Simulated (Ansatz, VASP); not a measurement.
# B in VASP and in Ansatz

The input INCAR:

```
SYSTEM = B
  ALGO = Normal
  EDIFF = 1E-6
  EDIFFG = -0.04
  ENCUT = 600
  GGA = PE
  IBRION = 2
  ISIF = 3
  ISMEAR = 0
  LASPH = .TRUE.
  LCHARG = .FALSE.
  LREAL = .FALSE.
  LWAVE = .FALSE.
  NELM = 60
  NSW = 90
  PREC = Accurate
  SIGMA = 0.1
```

The input KPOINTS:

```
k-points
0
G
  6 6 6
  0 0 0
```

The input POSCAR:

```
B
1.0
    2.1936187700     -3.5398029200      0.0000000000
    2.1936187700      3.5398029200      0.0000000000
   -1.7682656100      0.0000000000      3.5656315100
B
8
Direct
    0.8388829800      0.1939320000      0.7233505000
    0.1611170200      0.8060680000      0.2766495000
    0.5776730200      0.8120089800      0.8482064800
    0.8120089800      0.5776730200      0.8482064800
    0.4223269800      0.1879910200      0.1517935200
    0.1879910200      0.4223269800      0.1517935200
    0.1939320000      0.8388829800      0.7233505000
    0.8060680000      0.1611170200      0.2766495000
```

Input for Ansatz:

```yaml
crystal:
  lattice:
    - [2.19361877, -3.53980292, 0.0]
    - [2.19361877, 3.53980292, 0.0]
    - [-1.76826561, 0.0, 3.56563151]
  atoms:
    - { symbol: B, position: [0.83888298, 0.193932, 0.7233505] }
    - { symbol: B, position: [0.16111702, 0.806068, 0.2766495] }
    - { symbol: B, position: [0.57767302, 0.81200898, 0.84820648] }
    - { symbol: B, position: [0.81200898, 0.57767302, 0.84820648] }
    - { symbol: B, position: [0.42232698, 0.18799102, 0.15179352] }
    - { symbol: B, position: [0.18799102, 0.42232698, 0.15179352] }
    - { symbol: B, position: [0.193932, 0.83888298, 0.7233505] }
    - { symbol: B, position: [0.806068, 0.16111702, 0.2766495] }
basis:
  ecutwfc: 420
kpoints:
  mp_grid: { grid: [6, 6, 6] }
hamiltonian:
  xc: pbe
scf:
  occupations: { method: gaussian, width: 0.1 }
  lower_state_search: "off"
output:
  forces: true
  stress: true
  eigenvalues: true
relax:
  adjacent_minimum: "off"
  f_tol: 0.04
  max_steps: 70
  cell: { stress_tol: 0.4 }
```

Alike in both runs: task relaxation of cell and atoms; functional PBE; k mesh 6 × 6 × 6; occupations gaussian, width 0.1 eV; no spin polarisation.

|  | VASP | Ansatz |
| --- | --- | --- |
| version | VASP 6.6.1 | Ansatz 0.2.0 |
| potentials or method | VASP PAW PBE potentials, release 64 (B), cutoff 600 eV | scalar-relativistic, plane waves, PAW |
| valence electrons in the cell | 24 | 24 |

|  | VASP | Ansatz | Ansatz less VASP |
| --- | --- | --- | --- |
| gap on the k mesh at the Fermi level, each at its own relaxed structure (eV) | none | none | - |
| relaxed volume (Å³/atom) | 8.54 | 8.55 | +0.007 |
| relaxed cell length with the largest relative difference (Å) | 4.462 | 4.468 | +0.0054 |

A gap of «none» marks a metal or a gap that the smearing closes.

Noted on VASP's run: the volume moved by over 15 % at a fixed basis, so the end points are rough.
